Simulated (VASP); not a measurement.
# Ge (Im-3m) in VASP: further runs, part 2 of 2

VASP 6.6.1. The steps go on from the part before.

## Step 5: Single point, PBE

This run uses another cell than the first one, of 31.22 Å³/atom.

INCAR reads:

```
SYSTEM = Ge
ALGO     = Normal         ! electronic algorithm
EDIFF    = 1E-6           ! SCF threshold, eV
ENCUT    = 520            ! plane-wave cutoff, eV
GGA      = PE             ! functional
ISIF     = 2              ! what is computed and relaxed
ISMEAR   = 0              ! smearing method
LASPH    = .TRUE.         ! aspherical terms in the spheres
LCHARG   = .FALSE.        ! write CHGCAR
LREAL    = .FALSE.        ! projectors in reciprocal space
LWAVE    = .FALSE.        ! write WAVECAR
NBANDS   = 66             ! bands
NELM     = 100            ! most SCF steps
PREC     = Accurate       ! precision mode
SIGMA    = 0.1            ! smearing width, eV
```

KPOINTS reads:

```
k-points
0
G
  8 8 8
  0 0 0
```

POSCAR reads:

```
Ge
1.0
   -3.9673331993      3.9673331993      3.9673331993
    3.9673331993     -3.9673331993      3.9673331993
    3.9673331993      3.9673331993     -3.9673331993
Ge
8
Direct
    0.3197170799      0.3197170799      0.3197170799
    0.0000000000      0.0000000000      0.6802829201
    0.0000000000      0.6802829201      0.0000000000
    0.6802829201      0.0000000000      0.0000000000
    0.6802829201      0.6802829201      0.6802829201
    0.0000000000      0.0000000000      0.3197170799
    0.0000000000      0.3197170799      0.0000000000
    0.3197170799      0.0000000000      0.0000000000
```

Potentials or basis: VASP PAW PBE potentials, release 64 (Ge_d).

Launch:

```sh
$ cat potpaw_PBE.64/Ge_d/POTCAR > POTCAR
$ mpirun -np 1 vasp_std > vasp.out
```

OUTCAR:

```text
SYSTEM = Ge
   EDIFF = 1E-6
   ENCUT = 520
   GGA = PE
   ISIF = 2
   ISMEAR = 0
   LASPH = .TRUE.
   LREAL = .FALSE.
   NELM = 100
   PREC = Accurate

 ion  position               nearest neighbor table
   1  0.320  0.320  0.320-   5 2.48   6 2.54   7 2.54   8 2.54
   2  0.000  0.000  0.680-   6 2.48   5 2.54   7 2.54   8 2.54
   3  0.000  0.680  0.000-   7 2.48   6 2.54   5 2.54   8 2.54
   4  0.680  0.000  0.000-   8 2.48   6 2.54   7 2.54   5 2.54
   5  0.680  0.680  0.680-   1 2.48   2 2.54   3 2.54   4 2.54
   6  0.000  0.000  0.320-   2 2.48   1 2.54   3 2.54   4 2.54
   7  0.000  0.320  0.000-   3 2.48   2 2.54   1 2.54   4 2.54
[... 1869 lines left out ...]
  Total       -0.0995361     -0.0995361     -0.0995361      0.0000000      0.0000000      0.0000000
  in kB       -0.6384623     -0.6384623     -0.6384623      0.0000000      0.0000000      0.0000000
  external PRESSURE =      -0.6384623 kB  Pullay stress =       0.0000000 kB

 VOLUME and BASIS-vectors are now :
 -----------------------------------------------------------------------------
  energy-cutoff  :      520.00
  volume of cell :      249.78
      direct lattice vectors                 reciprocal lattice vectors
    -3.967333199  3.967333199  3.967333199     0.000000000  0.126029243  0.126029243
     3.967333199 -3.967333199  3.967333199     0.126029243  0.000000000  0.126029243
     3.967333199  3.967333199 -3.967333199     0.126029243  0.126029243  0.000000000

 POSITION                                       TOTAL-FORCE (eV/Angst)
 -----------------------------------------------------------------------------------
      1.26842      1.26842      1.26842         0.005151      0.005151      0.005151
      2.69891      2.69891     -2.69891        -0.005151     -0.005151      0.005151
      2.69891     -2.69891      2.69891        -0.005151      0.005151     -0.005151
     -2.69891      2.69891      2.69891         0.005151     -0.005151     -0.005151
      2.69891      2.69891      2.69891        -0.005151     -0.005151     -0.005151
      1.26842      1.26842     -1.26842         0.005151      0.005151     -0.005151
      1.26842     -1.26842      1.26842         0.005151     -0.005151      0.005151
     -1.26842      1.26842      1.26842        -0.005151      0.005151      0.005151
 -----------------------------------------------------------------------------------
    total drift:                               -0.000000     -0.000000      0.000000

  FREE ENERGIE OF THE ION-ELECTRON SYSTEM (eV)
  ---------------------------------------------------
  free  energy   TOTEN  =       -33.9901887288 eV

  energy  without entropy=      -33.9886986395  energy(sigma->0) =      -33.98944368
```

OSZICAR:

```text
N       E                     dE             d eps       ncg     rms          rms(c)
DAV:   1     0.139049826114E+04    0.13905E+04   -0.53695E+04  4506   0.421E+03
DAV:   2     0.240347373025E+03   -0.11502E+04   -0.11169E+04  3828   0.109E+03
DAV:   3    -0.960399477165E+01   -0.24995E+03   -0.23972E+03  4036   0.259E+02
DAV:   4    -0.336246174818E+02   -0.24021E+02   -0.23472E+02  4414   0.876E+01
DAV:   5    -0.345439199771E+02   -0.91930E+00   -0.91423E+00  4264   0.193E+01    0.586E+00
DAV:   6    -0.341371896762E+02    0.40673E+00   -0.76757E-01  4956   0.465E+00    0.337E+00
DAV:   7    -0.339704041829E+02    0.16679E+00   -0.58057E-01  4772   0.284E+00    0.587E-01
DAV:   8    -0.339851416887E+02   -0.14738E-01   -0.13281E-01  4102   0.186E+00    0.273E-01
DAV:   9    -0.339864987015E+02   -0.13570E-02   -0.14629E-02  4464   0.621E-01    0.195E-01
DAV:  10    -0.339896561718E+02   -0.31575E-02   -0.39916E-03  5102   0.244E-01    0.580E-02
DAV:  11    -0.339901496963E+02   -0.49352E-03   -0.80349E-04  4596   0.105E-01    0.197E-02
DAV:  12    -0.339901614942E+02   -0.11798E-04   -0.54976E-05  4286   0.522E-02    0.105E-02
DAV:  13    -0.339901888551E+02   -0.27361E-04   -0.43601E-05  2746   0.201E-02    0.291E-03
DAV:  14    -0.339901887288E+02    0.12637E-06   -0.26663E-06  3194   0.851E-03
   1 F= -.33990189E+02 E0= -.33989444E+02  d E =-.149009E-02
```

Run time: 7 min. Hardware: 1 thread of AMD EPYC 9R45 (Zen 5), shared host; peak memory 0.55 GiB.

What came out:

```yaml
Free_energy: -33.9902 eV
Pressure: -0.1 GPa
Largest_force: 0.009 eV/Å
Band_gap_on_the_k_mesh: zero (bands 56 and 57 overlap by 0.10 eV)
```

Forces in eV/Å, atoms in the order of the input:
```
Ge   0.005  0.005  0.005
Ge  -0.005 -0.005  0.005
Ge  -0.005  0.005 -0.005
Ge   0.005 -0.005 -0.005
Ge  -0.005 -0.005 -0.005
Ge   0.005  0.005 -0.005
Ge   0.005 -0.005  0.005
Ge  -0.005  0.005  0.005
```

Levels at points of the mesh, in eV from the Fermi level:
| k point | band 54 | band 55 | band 56 | band 57 | band 58 | band 59 |
| --- | --- | --- | --- | --- | --- | --- |
| (0.00, 0.00, 0.00) | -0.77 | -0.10 | -0.10 | -0.10 | 1.09 | 1.09 |
| (0.50, 0.00, 0.00) | -1.18 | -0.94 | -0.70 | 1.17 | 1.54 | 2.09 |
| (0.50, 0.50, 0.50) | 0.00 | 0.00 | 0.00 | 0.43 | 1.91 | 1.91 |

Caveat: semilocal functionals underestimate gaps, and a narrow one can read as zero.

## Step 6: Overview

| task | cell | k mesh | cutoff (eV) | gap on the mesh (eV) | pressure (GPa) | largest force (eV/Å) |
| --- | --- | --- | --- | --- | --- | --- |
| single point | a = 6.881 Å, angles 109.5°, 8 atoms, atomic positions A | 4 × 4 × 4 | 520 | none | -0.1 | 0.01 |
| single point | a = 6.556 Å, angles 109.5°, 8 atoms, atomic positions B | 4 × 4 × 4 | 520 | 0.16 | 8.7 | 1.28 |
| relaxation of cell and atoms | relaxed from a = 6.556 Å, angles 109.5°, 8 atoms, atomic positions B | 4 × 4 × 4 | 600 | none | 0.0 | 0.02 |
| single point | a = 6.872 Å, angles 109.5°, 8 atoms, atomic positions C | 8 × 8 × 8 | 520 | none | -0.1 | 0.01 |

Alike in all rows: level PBE; potentials or basis VASP PAW PBE potentials, release 64 (Ge_d); no spin polarisation; smearing gaussian 0.1 eV.

Caveats: semilocal functionals underestimate gaps, and a narrow one can read as zero; the cell stands under pressure (at least some runs); forces of over 1 eV/Å act on the atoms, so gaps and moduli don't describe the material at rest (at least some runs); the volume moved by over 15 % at a fixed basis, so the end points are rough (at least some runs).

Total energies depend on the potentials used, so only differences within one code and one set of settings carry meaning.
